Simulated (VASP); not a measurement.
# GaAs (F-43m) in VASP: further runs

The runs below take GaAs through single point, relaxation of cell and atoms, with PBE.

Program: VASP 6.6.1. These are calculated values, not measurements. Logs are shortened: lines on timing, memory, paths and dates and some standing lists are left out, and cuts for length are marked.

### Step 1. The cell of the first run

It takes space group F-43m (No. 216, cubic). The conventional cell has a = 5.715 Å, b = 5.715 Å, c = 5.715 Å, α = 90.00°, β = 90.00°, γ = 90.00°. Ga (site symmetry -43m) has 4 As at 2.47 Å within 3.3 Å. As (site symmetry -43m) has 4 Ga at 2.47 Å within 3.3 Å.

### Step 2. Single point, PBE

INCAR reads:

```
  PREC = Accurate
  ENCUT = 500
  EDIFF = 1E-6
  ISMEAR = -5
  SIGMA = 0.02
  LREAL = F
  LASPH = T
  NELM = 120
  ALGO = Normal
  ISIF = 2
  LWAVE = F
  LCHARG = F
  GGA = PE
  NBANDS = 16
  ISYM = 0
  GGA_COMPAT = F
```

KPOINTS reads:

```
Automatic mesh
0
Gamma
  12 12 12
  0.5 0.5 0.5
```

POSCAR reads:

```
GaAs
1.0
    0.0000000000      2.8575703907      2.8575703907
    2.8575703907      0.0000000000      2.8575703907
    2.8575703907      2.8575703907      0.0000000000
Ga As
1 1
Direct
    0.0000000000      0.0000000000      0.0000000000
    0.7500000000      0.7500000000      0.7500000000
```

Potentials or basis: VASP PAW PBE potentials, release 64 (Ga_d, As).

On the command line:

```bash
$ cat potpaw_PBE.64/Ga_d/POTCAR potpaw_PBE.64/As/POTCAR > POTCAR
$ mpirun -np 1 vasp_std > vasp.out
```

OUTCAR:

```text
PREC = Accurate
   ENCUT = 500
   EDIFF = 1E-6
   ISMEAR = -5
   LREAL = F
   LASPH = T
   NELM = 120
   ISIF = 2
   GGA = PE
   ISYM = 0

 ion  position               nearest neighbor table
   1  0.000  0.000  0.000-   2 2.47   2 2.47   2 2.47   2 2.47
   2  0.750  0.750  0.750-   1 2.47   1 2.47   1 2.47   1 2.47

IMPORTANT INFORMATION: All symmetrisations will be switched off!
NOSYMM: (Re-)initialisation of all symmetry stuff for point group C_1.

----------------------------------------------------------------------------------------

                                     Primitive cell

  volume of cell :      46.6682

  direct lattice vectors                    reciprocal lattice vectors
     0.000000000  2.857570391  2.857570391    -0.174973817  0.174973817  0.174973817
     2.857570391  0.000000000  2.857570391     0.174973817 -0.174973817  0.174973817
     2.857570391  2.857570391  0.000000000     0.174973817  0.174973817 -0.174973817

  length of vectors
     4.041214802  4.041214802  4.041214802     0.303063542  0.303063542  0.303063542

  position of ions in fractional coordinates (direct lattice)
     0.000000000  0.000000000  0.000000000
     0.750000000  0.750000000  0.750000000

  ion indices of the primitive-cell ions
   primitive index   ion index
                 1           1
                 2           2

----------------------------------------------------------------------------------------

 KPOINTS: Automatic mesh

Automatic generation of k-mesh.
 Grid dimensions read from file:
 generate k-points for:   12   12   12

 Generating k-lattice:

  Cartesian coordinates                     Fractional coordinates (reciprocal lattice)
    -0.014581151  0.014581151  0.014581151     0.083333333  0.000000000  0.000000000
     0.014581151 -0.014581151  0.014581151     0.000000000  0.083333333  0.000000000
     0.014581151  0.014581151 -0.014581151     0.000000000  0.000000000  0.083333333

  Length of vectors
     0.025255295  0.025255295  0.025255295

  Shift w.r.t. Gamma in fractional coordinates (k-lattice)
     0.500000000  0.500000000  0.500000000

 TETIRR: Found  20736 inequivalent tetrahedra from    41472

 Subroutine IBZKPT returns following result:
 ===========================================

 Found   3456 irreducible k-points:

 Following reciprocal coordinates:
            Coordinates               Weight
  0.041667  0.041667  0.041667      2.000000
  0.041667  0.000000  0.000000      2.000000
  0.000000  0.000000 -0.041667      2.000000
  0.000000  0.041667  0.000000      2.000000
  0.125000  0.041667  0.041667      2.000000
  0.041667  0.125000  0.041667      2.000000
[... 16 lines left out ...]
  0.000000  0.166667 -0.041667      2.000000
  0.166667  0.000000 -0.041667      2.000000
 [... further k-points ...]
   k-points           NKPTS =   3456   k-points in BZ     NKDIM =   3456   number of bands    NBANDS=     16
   number of dos      NEDOS =    301   number of ions     NIONS =      2
   total plane-waves  NPLWV =  27000
   dimension x,y,z NGX =    30 NGY =   30 NGZ =   30
   dimension x,y,z NGXF=    60 NGYF=   60 NGZF=   60
   ions per type =               1   1
   NGX,Y,Z   is equivalent  to a cutoff of  12.34, 12.34, 12.34 a.u.
   NGXF,Y,Z  is equivalent  to a cutoff of  24.68, 24.68, 24.68 a.u.
 SYSTEM =  unknown system
   PREC   = accura    normal or accurate (medium, high low for compatibility)
   ISTART =      0    job   : 0-new  1-cont  2-samecut
   ICHARG =      2    charge: 1-file 2-atom 10-const
   ISPIN  =      1    spin polarized calculation?
   LNONCOLLINEAR =      F non collinear calculations
   LSORBIT =      F    spin-orbit coupling
   LASPH  =      T    aspherical Exc in radial PAW
   ENCUT  =  500.0 eV  36.75 Ry    6.06 a.u.   7.37  7.37  7.37*2*pi/ulx,y,z
   NELM   =    120;   NELMIN=  2; NELMDL= -5     # of ELM steps
   EDIFF  = 0.1E-05   stopping-criterion for ELM
   LREAL  =      F    real-space projection
   EDIFFG = 0.1E-04   stopping-criterion for IOM
   NSW    =      0    number of steps for IOM
   IBRION =     -1    ionic relax: 0-MD 1-quasi-New 2-CG
   NFREE  =      0    steps in history (QN), initial steepest desc. (CG)
   ISIF   =      2    stress and relaxation
   ISYM   =      0    0-nonsym 1-usesym 2-fastsym
   POTIM  = 0.5000    time-step for ionic-motion
   TEBEG  =    0.0;   TEEND  =   0.0 temperature during run
   PSTRESS=    0.0 pullay stress
   NELECT =      18.0000    total number of electrons
   NUPDOWN=      -1.0000    fix difference up-down
   EMIN   =  10.00;   EMAX   =-10.00  energy-range for DOS
   EFERMI =   0.00;   METHOD = LEGACY
   ISMEAR =    -5;   SIGMA  =   0.02  broadening in eV -4-tet -1-fermi 0-gaus
   EFERMI_NEDOS =   21; number of points for ismear=-14 and -15
   IALGO  =     38    algorithm
   IMIX   =      4    mixing-type and parameters
     AMIX     =   0.40;   BMIX     =  1.00
     AMIX_MAG =   1.60;   BMIX_MAG =  1.00
  volume/ion in A,a.u.               =      23.33       157.47
  Fermi-wavevector in a.u.,A,eV,Ry     =   1.191677  2.251944 19.321568  1.420095
  Thomas-Fermi vector in A             =   2.327734
   LORBIT       =      0    0 simple, 1 ext, 2 COOP (PROOUT), +10 PAW based schemes
   GGA     = PE    functional components
   LHFCALC =     F    Hartree Fock is set to
   AEXX    =    0.0000 exact exchange contribution
   IVDW    =     0    specifies the selected vdW correction
   LEPSILON=     F    determine dielectric tensor
   LRPA    =     F    only Hartree local field effects (RPA)
 non-spin polarized calculation
 Fermi weights with tetrahedron method with Bloechl corrections
  energy-cutoff  :      500.00
  volume of cell :       46.67
 maximum number of plane-waves:      1233
 NGX is ok and might be reduce to    30
   NGX = 15   NGY = 15   NGZ = 15

 number of electron      17.9999983 magnetization

 Free energy of the ion-electron system (eV)
  ---------------------------------------------------
  ext. energy  EPLUGINS =         0.00000000
  ---------------------------------------------------
  free energy    TOTEN  =        -8.27354722 eV

  energy without entropy =       -8.27354722  energy(sigma->0) =       -8.27354722

 E-fermi :   3.6241     XC(G=0):  -9.4435

 val. band max:        3.6026238736   @ k =   0.0000   0.0000  -0.0417
 cond. band min:       4.3782276175   @ k =   0.0417   0.0000   0.0000
 fundamental gap:      0.7756037440
 Fermi energy:         3.6241052599

 k-point     1 :       0.0417    0.0417    0.0417
  band No.  band energies     occupation
      1     -11.1200      2.00000
      2     -11.1182      2.00000
      3     -11.1182      2.00000
      4     -11.0470      2.00000
      5     -11.0470      2.00000
      6      -8.8468      2.00000
[... 8 lines left out ...]
     15      13.4976      0.00000
     16      13.4976      0.00000

 k-point     2 :       0.0417    0.0000    0.0000
  band No.  band energies     occupation
      1     -11.1200      2.00000
      2     -11.1182      2.00000
      3     -11.1182      2.00000
      4     -11.0470      2.00000
      5     -11.0470      2.00000
      6      -8.8468      2.00000
[... 8 lines left out ...]
     15      13.4976      0.00000
     16      13.4976      0.00000

 k-point     3 :       0.0000    0.0000   -0.0417
  band No.  band energies     occupation
      1     -11.1200      2.00000
      2     -11.1182      2.00000
      3     -11.1182      2.00000
      4     -11.0470      2.00000
      5     -11.0470      2.00000
      6      -8.8468      2.00000
[... 8 lines left out ...]
     15      13.4976      0.00000
     16      13.4976      0.00000

 k-point     4 :       0.0000    0.0417    0.0000
  band No.  band energies     occupation
      1     -11.1200      2.00000
      2     -11.1182      2.00000
      3     -11.1182      2.00000
      4     -11.0470      2.00000
      5     -11.0470      2.00000
      6      -8.8468      2.00000
[... 8 lines left out ...]
     15      13.4976      0.00000
     16      13.4976      0.00000

 k-point     5 :       0.1250    0.0417    0.0417
  band No.  band energies     occupation
      1     -11.1271      2.00000
      2     -11.1167      2.00000
      3     -11.1156      2.00000
      4     -11.0476      2.00000
      5     -11.0467      2.00000
      6      -8.7434      2.00000
[... 8 lines left out ...]
     15      12.7486      0.00000
     16      13.1895      0.00000

 k-point     6 :       0.0417    0.1250    0.0417
  band No.  band energies     occupation
      1     -11.1271      2.00000
      2     -11.1167      2.00000
      3     -11.1156      2.00000
      4     -11.0476      2.00000
      5     -11.0467      2.00000
      6      -8.7434      2.00000
[... 8 lines left out ...]
     15      12.7486      0.00000
     16      13.1895      0.00000
[... 267 lines left out ...]
 k-point    21 :       0.2083    0.1667    0.1667
  band No.  band energies     occupation
      1     -11.1418      2.00000
      2     -11.1128      2.00000
      3     -11.1113      2.00000
      4     -11.0479      2.00000
      5     -11.0464      2.00000
      6      -8.4937      2.00000
[... 8 lines left out ...]
     15      12.5373      0.00000
     16      12.9473      0.00000

 k-point    22 :       0.0417   -0.1667    0.0000
  band No.  band energies     occupation
      1     -11.1418      2.00000
      2     -11.1128      2.00000
      3     -11.1113      2.00000
      4     -11.0479      2.00000
      5     -11.0464      2.00000
      6      -8.4937      2.00000
[... 8 lines left out ...]
     15      12.5373      0.00000
     16      12.9473      0.00000

 k-point    23 :       0.0000    0.1667   -0.0417
  band No.  band energies     occupation
      1     -11.1418      2.00000
      2     -11.1128      2.00000
      3     -11.1113      2.00000
      4     -11.0479      2.00000
      5     -11.0464      2.00000
      6      -8.4937      2.00000
[... 8 lines left out ...]
     15      12.5373      0.00000
     16      12.9473      0.00000

 k-point    24 :       0.1667    0.0000   -0.0417
  band No.  band energies     occupation
      1     -11.1418      2.00000
      2     -11.1128      2.00000
      3     -11.1113      2.00000
      4     -11.0479      2.00000
      5     -11.0464      2.00000
      6      -8.4937      2.00000
[... 8 lines left out ...]
     15      12.5373      0.00000
     16      12.9473      0.00000

 [... further k-points ...]
[... 5 lines left out ...]
  --------------------------------------------------------------------------------------
  -------------------------------------------------------------------------------------
  Total        0.3398111      0.3398116      0.3398116      0.0000299      0.0000298      0.0000296
  in kB       11.6661447     11.6661628     11.6661597      0.0010282      0.0010232      0.0010178
  external PRESSURE =      11.6661557 kB  Pullay stress =       0.0000000 kB

 VOLUME and BASIS-vectors are now :
 -----------------------------------------------------------------------------
  energy-cutoff  :      500.00
  volume of cell :       46.67
      direct lattice vectors                 reciprocal lattice vectors
     0.000000000  2.857570391  2.857570391    -0.174973817  0.174973817  0.174973817
     2.857570391  0.000000000  2.857570391     0.174973817 -0.174973817  0.174973817
     2.857570391  2.857570391  0.000000000     0.174973817  0.174973817 -0.174973817

 POSITION                                       TOTAL-FORCE (eV/Angst)
 -----------------------------------------------------------------------------------
      0.00000      0.00000      0.00000         0.000000      0.000001      0.000001
      4.28636      4.28636      4.28636        -0.000000     -0.000001     -0.000001
 -----------------------------------------------------------------------------------
    total drift:                                0.000001      0.000001      0.000001

  FREE ENERGIE OF THE ION-ELECTRON SYSTEM (eV)
  ---------------------------------------------------
  free  energy   TOTEN  =        -8.2735472194 eV

  energy  without entropy=       -8.2735472194  energy(sigma->0) =       -8.27354722
```

It took 31 min on 1 thread of Intel Xeon Platinum 8259CL at 2.50GHz (Skylake/Cascade Lake), shared host; peak memory 2.4 GiB.

Results:

| Item | Value |
| --- | --- |
| Free energy | -8.2735 eV |
| Pressure | 1.2 GPa |
| Band gap on the k mesh | 0.78 eV |

Caveat: a shifted mesh leaves out Γ, where band edges can lie. A k mesh can miss the band edges.

### Step 3. Single point, PBE

INCAR reads:

```
PREC = Accurate ; ENCUT = 520
EDIFF = 1E-6 ; ISMEAR = 0
SIGMA = 0.02 ; LREAL = F
LASPH = T ; NELM = 80
ALGO = Normal ; ISIF = 2
LWAVE = F ; LCHARG = T
GGA = PE ; LELF = T
LVHAR = T ; NBANDS = 16
```

KPOINTS reads:

```
regular mesh
0
Gamma
  12 12 12
```

POSCAR is that of step 2.

Potentials or basis: VASP PAW PBE potentials, release 64 (Ga_d, As).

On the command line:

```bash
$ cat potpaw_PBE.64/Ga_d/POTCAR potpaw_PBE.64/As/POTCAR > POTCAR
$ mpirun -np 1 vasp_std > vasp.out
```

It took 21 s on 1 thread of Intel Xeon 6975P-C (Granite Rapids), shared host; peak memory 0.2 GiB.

Results (log left out):

- Free energy: -8.2732 eV
- Pressure: 1.2 GPa
- Band gap on the k mesh: 0.28 eV

Levels at points of the mesh, in eV from the valence-band top:
```csv
k point,band 5,band 6,band 7,band 8,band 9,band 10,band 11,band 12,band 13,band 14
"(0.00, 0.00, 0.00)",-14.68,-12.50,0.00,0.00,0.00,0.28,3.72,3.72,3.72,7.49
"(0.50, 0.00, 0.00)",-14.68,-10.83,-6.46,-1.09,-1.09,0.91,4.62,4.62,7.72,10.16
"(0.50, 0.50, 0.00)",-14.67,-10.13,-6.67,-2.57,-2.57,1.52,1.67,9.91,9.91,10.69
```

### Step 4. Relaxation of cell and atoms, PBE, target pressure 1 GPa, at which the enthalpy is minimised

This run uses another cell than the first one, of 23.71 Å³/atom.

INCAR reads:

```
SYSTEM = GaAs
PREC     = Accurate       ! precision mode
ENCUT    = 600            ! plane-wave cutoff, eV
EDIFF    = 1E-6           ! SCF threshold, eV
ISMEAR   = 0              ! smearing method
SIGMA    = 0.02           ! smearing width, eV
LREAL    = .False.        ! projectors in reciprocal space
LASPH    = .True.         ! aspherical terms in the spheres
NELM     = 80             ! most SCF steps
ALGO     = Normal         ! electronic algorithm
ISIF     = 3              ! what is computed and relaxed
LWAVE    = .False.        ! write WAVECAR
LCHARG   = .False.        ! write CHGCAR
GGA      = PE             ! functional
IBRION   = 2              ! ionic algorithm
NSW      = 80             ! ionic steps
EDIFFG   = -0.001         ! ionic threshold
PSTRESS  = 10.0
```

KPOINTS reads:

```
Automatic mesh
0
Gamma
  12 12 12
  0 0 0
```

POSCAR reads:

```
GaAs
1.0
    0.0000000000      2.8726922688      2.8726922688
    2.8726922688      0.0000000000      2.8726922688
    2.8726922688      2.8726922688      0.0000000000
Ga As
1 1
Direct
    0.0000000000      0.0000000000      0.0000000000
    0.7500000000      0.7500000000      0.7500000000
```

On the command line:

```bash
$ cat potpaw_PBE.64/Ga_d/POTCAR potpaw_PBE.64/As/POTCAR > POTCAR
$ mpirun -np 1 vasp_std > vasp.out
```

Wall time 93 s (1 thread of Intel Xeon 6975P-C (Granite Rapids), shared host); peak memory 0.22 GiB.

Results (log left out):

```
Free energy                                                : -8.2739 eV
Relaxed volume                                             : 23.39 Å³/atom
Relaxed cell                                               : a = 4.045 Å, b = 4.045 Å, c = 4.045 Å, α = 60.00°, β = 60.00°, γ = 60.00°
Space group after relaxing (to 0.1 Å)                      : F-43m (No. 216)
Energy change on relaxing (the run minimises the enthalpy) : +1.1 meV/atom
Ionic steps                                                : 19
Pressure after relaxing                                    : 1.0 GPa
Band gap on the k mesh                                     : 0.26 eV
```

Step by step:
```
step  energy change (eV)  largest force (eV/Å)  pressure (GPa)  volume (Å³)
   1              0.0000                0.0000            0.14        47.41
   2              0.0040                0.0000            1.29        46.54
   3              0.0023                0.0000            0.97        46.78
   4              0.0024                0.0000            1.10        46.75
   5              0.0019                0.0000            0.91        46.84
   6              0.0022                0.0000            1.04        46.78
   7              0.0021                0.0000            0.93        46.80
   8              0.0022                0.0000            1.02        46.79
   9              0.0022                0.0000            1.01        46.79
  10              0.0021                0.0000            0.99        46.80
  11              0.0022                0.0000            0.96        46.79
  12              0.0022                0.0000            0.98        46.79
  13              0.0023                0.0000            1.04        46.78
  14              0.0022                0.0000            0.97        46.79
  15              0.0022                0.0000            1.04        46.78
  16              0.0022                0.0000            1.01        46.79
  17              0.0022                0.0000            0.99        46.79
  18              0.0022                0.0000            0.99        46.79
  19              0.0022                0.0000            0.99        46.79
```

Final structure:
```
Ga As
1.0
     0.00000    2.85998    2.85998
     2.85998    0.00000    2.85998
     2.85998    2.85998    0.00000
Ga As
1 1
Direct
  0.00000 0.00000 0.00000
  0.75000 0.75000 0.75000
```

Levels at points of the mesh, in eV from the valence-band top:
```csv
k point,band 5,band 6,band 7,band 8,band 9,band 10,band 11,band 12,band 13
"(0.00, 0.00, 0.00)",-14.68,-12.48,0.00,0.00,0.00,0.26,3.72,3.72,3.72
"(0.50, 0.00, 0.00)",-14.67,-10.82,-6.45,-1.09,-1.09,0.90,4.62,4.62,7.72
"(0.50, 0.50, 0.00)",-14.66,-10.13,-6.66,-2.56,-2.56,1.53,1.67,9.89,9.89
```

Caveat: the cell is relaxed towards a set pressure, so the run minimises the enthalpy, not the energy.

### Step 5. Summary

```tsv
task	cell	k mesh	cutoff (eV)	smearing	gap on the mesh (eV)	pressure (GPa)
single point	a = 4.041 Å, angles 60.0°, 2 atoms	12 × 12 × 12, shifted	500	tetrahedron	0.78	1.2
single point	a = 4.041 Å, angles 60.0°, 2 atoms	12 × 12 × 12	520	gaussian 0.02 eV	0.28	1.2
relaxation of cell and atoms	relaxed to 1 GPa from a = 4.063 Å, angles 60.0°, 2 atoms	12 × 12 × 12	600	gaussian 0.02 eV	0.26	1.0
```

Alike in all rows: level PBE; potentials or basis VASP PAW PBE potentials, release 64 (Ga_d, As); no spin polarisation.

Caveats: a shifted mesh leaves out Γ, where band edges can lie (at least some runs); the cell is relaxed towards a set pressure, so the run minimises the enthalpy, not the energy (at least some runs).

Total energies depend on the potentials used, so only differences within one code and one set of settings carry meaning.
